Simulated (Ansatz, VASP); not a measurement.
# C in VASP and in Ansatz

INCAR

```
PREC     = Accurate       # precision mode
ENCUT    = 520            # plane-wave cutoff, eV
EDIFF    = 1E-6           # SCF threshold, eV
ISMEAR   = 0              # smearing method
SIGMA    = 0.05           # smearing width, eV
LREAL    = False          # projectors in reciprocal space
LASPH    = True           # aspherical terms in the spheres
NELM     = 100            # most SCF steps
ALGO     = Normal         # electronic algorithm
ISIF     = 2              # what is computed and relaxed
LWAVE    = False          # write WAVECAR
LCHARG   = True           # write CHGCAR
GGA      = PS             # functional
LELF     = True           # ELF
LVHAR    = True         
NBANDS   = 31             # bands
```

File KPOINTS:

```
Automatic mesh
0
Gamma
  12 12 12
```

POSCAR

```
C
1.0
    1.2158000000      0.7019424573     10.0411333333
   -1.2158000000      0.7019424573     10.0411333333
    0.0000000000     -1.4038849146     10.0411333333
C
10
Direct
    0.0248220069      0.0248220069      0.0248220069
    0.9751779931      0.9751779931      0.9751779931
    0.1086877374      0.1086877374      0.1086877374
    0.8913122626      0.8913122626      0.8913122626
    0.1583652898      0.1583652898      0.1583652898
    0.8416347102      0.8416347102      0.8416347102
    0.3748635523      0.3748635523      0.3748635523
    0.6251364477      0.6251364477      0.6251364477
    0.4253181912      0.4253181912      0.4253181912
    0.5746818088      0.5746818088      0.5746818088
```

Input for Ansatz:

```yaml
crystal:
  lattice:
    - [1.2158, 0.7019424573, 10.0411333333]
    - [-1.2158, 0.7019424573, 10.0411333333]
    - [0.0, -1.4038849146, 10.0411333333]
  atoms:
    - { symbol: C, position: [0.0248220069, 0.0248220069, 0.0248220069] }
    - { symbol: C, position: [0.9751779931, 0.9751779931, 0.9751779931] }
    - { symbol: C, position: [0.1086877374, 0.1086877374, 0.1086877374] }
    - { symbol: C, position: [0.8913122626, 0.8913122626, 0.8913122626] }
    - { symbol: C, position: [0.1583652898, 0.1583652898, 0.1583652898] }
    - { symbol: C, position: [0.8416347102, 0.8416347102, 0.8416347102] }
    - { symbol: C, position: [0.3748635523, 0.3748635523, 0.3748635523] }
    - { symbol: C, position: [0.6251364477, 0.6251364477, 0.6251364477] }
    - { symbol: C, position: [0.4253181912, 0.4253181912, 0.4253181912] }
    - { symbol: C, position: [0.5746818088, 0.5746818088, 0.5746818088] }
basis:
  ecutwfc: 520.0
kpoints:
  mp_grid: { grid: [12, 12, 12] }
hamiltonian:
  xc: pbesol
  pseudopotentials: { kind: paw, azcp: { folder: soft_1 } }
scf:
  occupations: { method: gaussian, width: 0.05 }
output:
  forces: true
  stress: true
  eigenvalues: true
```

Alike in both runs: task single point; functional PBEsol; k mesh 12 × 12 × 12; occupations gaussian, width 0.05 eV; no spin polarisation.

|  | VASP | Ansatz |
| --- | --- | --- |
| version | VASP 6.6.1 | Ansatz 0.2.0 |
| potentials or method | VASP PAW PBE potentials, release 64 (C), cutoff 520 eV | scalar-relativistic, plane waves, PAW |
| valence electrons in the cell | 40 | 40 |

|  | VASP | Ansatz | Ansatz less VASP |
| --- | --- | --- | --- |
| gap on the k mesh at the Fermi level (eV) | 4.63 | 4.64 | +0.011 |
| least direct gap on the mesh (eV) | 5.56 | 5.57 | +0.004 |
| rms of the force components (eV/Å) | 0.050 | 0.047 | -0.0026 |

VASP's potentials were made for PBE, not for PBEsol, and Ansatz warns of the same on its side. Atom by atom the forces differ by 0.003 eV/Å (rms over components). With one functional, cell and mesh, what is left measures potentials, basis and numerics.
